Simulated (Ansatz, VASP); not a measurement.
# Ge: VASP beside Ansatz

Contents of INCAR:

```
SYSTEM = Ge
  PREC = Accurate
  ENCUT = 520
  EDIFF = 1E-6
  ISMEAR = 0
  SIGMA = 0.15
  LREAL = .FALSE.
  LASPH = .TRUE.
  NELM = 80
  ALGO = Normal
  ISIF = 2
  LWAVE = .FALSE.
  LCHARG = .FALSE.
  NBANDS = 13
```

The input KPOINTS:

```
regular mesh
0
G
  22 22 20
  0 0 0
```

File POSCAR:

```
Ge
1.0
    1.3971490000     -2.6005160000      0.0000000000
    1.3971490000      2.6005160000      0.0000000000
    0.0000000000      0.0000000000      2.6982310000
Ge
1
Direct
    0.5000000000      0.5000000000      0.0000000000
```

Input for Ansatz:

```yaml
crystal:
  lattice:
    - [1.397149, -2.600516, 0.0]
    - [1.397149, 2.600516, 0.0]
    - [0.0, 0.0, 2.698231]
  atoms:
    - { symbol: Ge, position: [0.5, 0.5, 0.0] }
basis:
  ecutwfc: 420
kpoints:
  mp_grid: { grid: [22, 22, 20] }
hamiltonian:
  xc: lda
scf:
  occupations: { method: gaussian, width: 0.15 }
output:
  forces: true
  stress: true
  eigenvalues: true
```

Alike in both runs: task single point; functional LDA; k mesh 22 × 22 × 20; occupations gaussian, width 0.15 eV; no spin polarisation.

|  | VASP | Ansatz |
| --- | --- | --- |
| version | VASP 6.6.1 | Ansatz 0.2.0 |
| potentials or method | VASP PAW LDA potentials, release 64 (Ge_d), cutoff 520 eV | scalar-relativistic, plane waves, PAW |
| valence electrons in the cell | 14 | 14 |

|  | VASP | Ansatz | Ansatz less VASP |
| --- | --- | --- | --- |
| gap on the k mesh at the Fermi level (eV) | none | none | - |
| pressure (GPa) | -5.8 | -5.7 | +0.07 |
| traceless stress, the component that is largest in VASP (GPa) | 1.23 | 1.22 | -0.016 |

LDA's correlation is that of Perdew and Zunger in VASP and of Perdew and Wang (1992) in Ansatz. A gap of «none» marks a metal or a gap that the smearing closes.
